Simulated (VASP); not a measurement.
# TaBi (CsCl type) (Pm-3m) in VASP: further runs, part 2 of 2

VASP 6.6.1. Earlier steps stand in the parts before.

## Step 5: Single point, LDA

This run uses another cell than the first one, of 10.59 Å³/atom, 1.156 times its volume.

Input file INCAR:

```
SYSTEM = TaBi
PREC     = Accurate       ! precision mode
ENCUT    = 520            ! plane-wave cutoff, eV
EDIFF    = 1E-6           ! SCF threshold, eV
ISMEAR   = -1             ! smearing method
SIGMA    = 0.05           ! smearing width, eV
LREAL    = .False.        ! projectors in reciprocal space
LASPH    = .True.         ! aspherical terms in the spheres
NELM     = 100            ! most SCF steps
ALGO     = Normal         ! electronic algorithm
ISIF     = 2              ! what is computed and relaxed
LWAVE    = .False.        ! write WAVECAR
LCHARG   = .False.        ! write CHGCAR
NBANDS   = 20             ! bands
```

Input file KPOINTS:

```
Automatic mesh
0
Gamma
  11 11 11
  0 0 0
```

Input file POSCAR:

```
TaBi
1.0
    2.7670596244      0.0000000000      0.0000000000
    0.0000000000      2.7670596244      0.0000000000
    0.0000000000      0.0000000000      2.7670596244
Ta Bi
1 1
Direct
    0.0000000000      0.0000000000      0.0000000000
    0.5000000000      0.5000000000      0.5000000000
```

Potentials or basis: VASP PAW LDA potentials, release 64 (Ta_pv, Bi_d).

Command:

```sh
$ cat potpaw_LDA.64/Ta_pv/POTCAR potpaw_LDA.64/Bi_d/POTCAR > POTCAR
$ mpirun -np 1 vasp_std > vasp.out
```

OUTCAR:

```text
SYSTEM = TaBi
   PREC = Accurate
   ENCUT = 520
   EDIFF = 1E-6
   ISMEAR = -1
   LREAL = .False.
   LASPH = .True.
   NELM = 100
   ISIF = 2

 ion  position               nearest neighbor table
   1  0.000  0.000  0.000-   2 2.40   2 2.40   2 2.40   2 2.40   2 2.40   2 2.40   2 2.40   2 2.40

   2  0.500  0.500  0.500-   1 2.40   1 2.40   1 2.40   1 2.40   1 2.40   1 2.40   1 2.40   1 2.40

  LATTYP: Found a simple cubic cell.
 ALAT       =     2.7670596244

  Lattice vectors:

 A1 = (   2.7670596244,   0.0000000000,   0.0000000000)
 A2 = (   0.0000000000,   2.7670596244,   0.0000000000)
 A3 = (   0.0000000000,   0.0000000000,   2.7670596244)

Analysis of symmetry for initial positions (statically):
=====================================================================
 Subroutine PRICEL returns:
 Original cell was already a primitive cell.

 Routine SETGRP: Setting up the symmetry group for a
 simple cubic supercell.

 Subroutine GETGRP returns: Found 48 space group operations
 (whereof 48 operations were pure point group operations)
 out of a pool of 48 trial point group operations.

The static configuration has the point symmetry O_h .

Analysis of symmetry for dynamics (positions and initial velocities):
=====================================================================
 Subroutine PRICEL returns:
 Original cell was already a primitive cell.

 Routine SETGRP: Setting up the symmetry group for a
 simple cubic supercell.

 Subroutine GETGRP returns: Found 48 space group operations
 (whereof 48 operations were pure point group operations)
 out of a pool of 48 trial point group operations.

The dynamic configuration has the point symmetry O_h .

 Subroutine INISYM returns: Found 48 space group operations
 (whereof 48 operations are pure point group operations),
[... 102 lines left out ...]
   ISIF   =      2    stress and relaxation
   ISYM   =      2    0-nonsym 1-usesym 2-fastsym
   POTIM  = 0.5000    time-step for ionic-motion
   TEBEG  =    0.0;   TEEND  =   0.0 temperature during run
   PSTRESS=    0.0 pullay stress
   NELECT =      26.0000    total number of electrons
   NUPDOWN=      -1.0000    fix difference up-down
   EMIN   =  10.00;   EMAX   =-10.00  energy-range for DOS
   EFERMI =   0.00;   METHOD = LEGACY
   ISMEAR =    -1;   SIGMA  =   0.05  broadening in eV -4-tet -1-fermi 0-gaus
   EFERMI_NEDOS =   21; number of points for ismear=-14 and -15
   IALGO  =     38    algorithm
   IMIX   =      4    mixing-type and parameters
     AMIX     =   0.40;   BMIX     =  1.00
     AMIX_MAG =   1.60;   BMIX_MAG =  1.00
  volume/ion in A,a.u.               =      10.59        71.49
  Fermi-wavevector in a.u.,A,eV,Ry     =   1.752726  3.312172 41.797769  3.072049
  Thomas-Fermi vector in A             =   2.823000
   LORBIT       =      0    0 simple, 1 ext, 2 COOP (PROOUT), +10 PAW based schemes
   GGA     = CA    functional components
   LHFCALC =     F    Hartree Fock is set to
   AEXX    =    0.0000 exact exchange contribution
   IVDW    =     0    specifies the selected vdW correction
   LEPSILON=     F    determine dielectric tensor
   LRPA    =     F    only Hartree local field effects (RPA)
 non-spin polarized calculation
  energy-cutoff  :      520.00
  volume of cell :       21.19
 maximum number of plane-waves:       587
 NGX is ok and might be reduce to    24
   NGX = 11   NGY = 11   NGZ = 11

 number of electron      25.9999995 magnetization

 Free energy of the ion-electron system (eV)
  ---------------------------------------------------
  ext. energy  EPLUGINS =         0.00000000
  ---------------------------------------------------
  free energy    TOTEN  =        -2.10918576 eV

  energy without entropy =       -2.10340460  energy(sigma->0) =       -2.10629518

 E-fermi :  21.1761     XC(G=0): -16.2449

 val. band max:       21.1698262507   @ k =   0.4545   0.4545   0.0000
 cond. band min:      21.2036572326   @ k =   0.3636   0.2727   0.2727
 fundamental gap:      0.0338309819
 Fermi energy:        21.1760896109

 k-point     1 :       0.0000    0.0000    0.0000
  band No.  band energies     occupation
      1     -13.2061      2.00000
      2     -13.2061      2.00000
      3     -13.2061      2.00000
      4      -5.7113      2.00000
      5      -5.7113      2.00000
      6      -4.2685      2.00000
[... 541 lines left out ...]
     19      34.1157      0.00000
     20      35.1502      0.00000

 [... further k-points ...]
[... 5 lines left out ...]
  --------------------------------------------------------------------------------------
  -------------------------------------------------------------------------------------
  Total       56.0311877     56.0311877     56.0311877      0.0000000      0.0000000     -0.0000000
  in kB     4237.2575150   4237.2575150   4237.2575150      0.0000000      0.0000000     -0.0000000
  external PRESSURE =    4237.2575150 kB  Pullay stress =       0.0000000 kB

 VOLUME and BASIS-vectors are now :
 -----------------------------------------------------------------------------
  energy-cutoff  :      520.00
  volume of cell :       21.19
      direct lattice vectors                 reciprocal lattice vectors
     2.767059624  0.000000000  0.000000000     0.361394453  0.000000000  0.000000000
     0.000000000  2.767059624  0.000000000     0.000000000  0.361394453  0.000000000
     0.000000000  0.000000000  2.767059624     0.000000000  0.000000000  0.361394453

 POSITION                                       TOTAL-FORCE (eV/Angst)
 -----------------------------------------------------------------------------------
      0.00000      0.00000      0.00000         0.000000      0.000000      0.000000
      1.38353      1.38353      1.38353         0.000000      0.000000      0.000000
 -----------------------------------------------------------------------------------
    total drift:                                0.000000     -0.000000     -0.000000

  FREE ENERGIE OF THE ION-ELECTRON SYSTEM (eV)
  ---------------------------------------------------
  free  energy   TOTEN  =        -2.1091857602 eV

  energy  without entropy=       -2.1034046006  energy(sigma->0) =       -2.10629518
```

Run time: 7.5 s. Hardware: 1 thread of Intel Xeon 6975P-C (Granite Rapids), shared host; peak memory 0.14 GiB.

Results:

* Free energy: -2.1092 eV
* Pressure: 423.7 GPa
* Band gap on the k mesh: zero (band 13 reaches 26.14 eV, above the bottom of band 14 at 19.05 eV)

Caveat: spin-orbit coupling is left out, which moves the levels of the heavy elements.

## Step 6: Single point, LDA (volume scaled by 0.6)

Input file INCAR:

```
PREC     = Accurate       # precision mode
ENCUT    = 520            # plane-wave cutoff, eV
EDIFF    = 1E-6           # SCF threshold, eV
ISMEAR   = -1             # smearing method
SIGMA    = 0.05           # smearing width, eV
LREAL    = False          # projectors in reciprocal space
LASPH    = True           # aspherical terms in the spheres
NELM     = 80             # most SCF steps
ALGO     = Normal         # electronic algorithm
ISIF     = 2              # what is computed and relaxed
LWAVE    = False          # write WAVECAR
LCHARG   = False          # write CHGCAR
GGA      = CA             # functional
NBANDS   = 20             # bands
```

Input file KPOINTS:

```
Automatic mesh
0
Gamma
  11 11 11
```

Input file POSCAR:

```
TaBi
1.0
    2.9022477710      0.0000000000      0.0000000000
    0.0000000000      2.9022477710      0.0000000000
    0.0000000000      0.0000000000      2.9022477710
Ta Bi
1 1
Direct
    0.0000000000      0.0000000000      0.0000000000
    0.5000000000      0.5000000000      0.5000000000
```

Potentials or basis: VASP PAW LDA potentials, release 64 (Ta_pv, Bi_d).

Command:

```sh
$ cat potpaw_LDA.64/Ta_pv/POTCAR potpaw_LDA.64/Bi_d/POTCAR > POTCAR
$ mpirun -np 1 vasp_std > vasp.out
```

Wall time 7.5 s (1 thread of Intel Xeon 6975P-C (Granite Rapids), shared host); peak memory 0.14 GiB.

It converged, with:

* Free energy: -8.6906 eV
* Pressure: 241.6 GPa
* Band gap on the k mesh: zero (band 13 reaches 22.13 eV, above the bottom of band 14 at 16.48 eV)

Levels at points of the mesh, in eV from the Fermi level:
```csv
k point,band 11,band 12,band 13,band 14,band 15,band 16
"(0.00, 0.00, 0.00)",-4.70,1.87,1.87,1.87,2.66,2.66
```

Caveat: the cell differs from its parent crystal (volume scaled by 0.6); spin-orbit coupling is left out, which moves the levels of the heavy elements.
